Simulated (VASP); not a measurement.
A run of VASP 6.6.1 is set up as follows.

Contents of INCAR:

```
PREC     = Accurate       # precision mode
ENCUT    = 520            # plane-wave cutoff, eV
EDIFF    = 1E-6           # SCF threshold, eV
ISMEAR   = 0              # smearing method
SIGMA    = 0.05           # smearing width, eV
LREAL    = F              # projectors in reciprocal space
LASPH    = T              # aspherical terms in the spheres
NELM     = 60             # most SCF steps
ALGO     = Normal         # electronic algorithm
ISIF     = 2              # what is computed and relaxed
LWAVE    = F              # write WAVECAR
LCHARG   = T              # write CHGCAR
GGA      = CA             # functional
LELF     = T              # ELF
LVHAR    = T            
NBANDS   = 28             # bands
```

The input KPOINTS:

```
regular mesh
0
Gamma
  6 6 6
```

POSCAR

```
Ca3SbP
1.0
    5.1639159141      0.0000000000      0.0000000000
    0.0000000000      5.1639159141      0.0000000000
    0.0000000000      0.0000000000      5.1639159141
Ca Sb P
3 1 1
Direct
    0.0000000000      0.5000000000      0.5000000000
    0.5000000000      0.0000000000      0.5000000000
    0.5000000000      0.5000000000      0.0000000000
    0.0000000000      0.0000000000      0.0000000000
    0.5000000000      0.5000000000      0.5000000000
```

Potentials or basis: VASP PAW LDA potentials, release 64 (Ca_sv, Sb, P).

Launch:

```console
$ cat potpaw_LDA.64/Ca_sv/POTCAR potpaw_LDA.64/Sb/POTCAR potpaw_LDA.64/P/POTCAR > POTCAR
$ mpirun -np 1 vasp_std > vasp.out
```

(1) Estimate the pressure.

(2) Estimate the band gap on the k mesh.

## Answers

(1) 2.7 GPa.

(2) 0.40 eV, direct.

Caveat: spin-orbit coupling is left out, which moves the levels of the heavy elements.
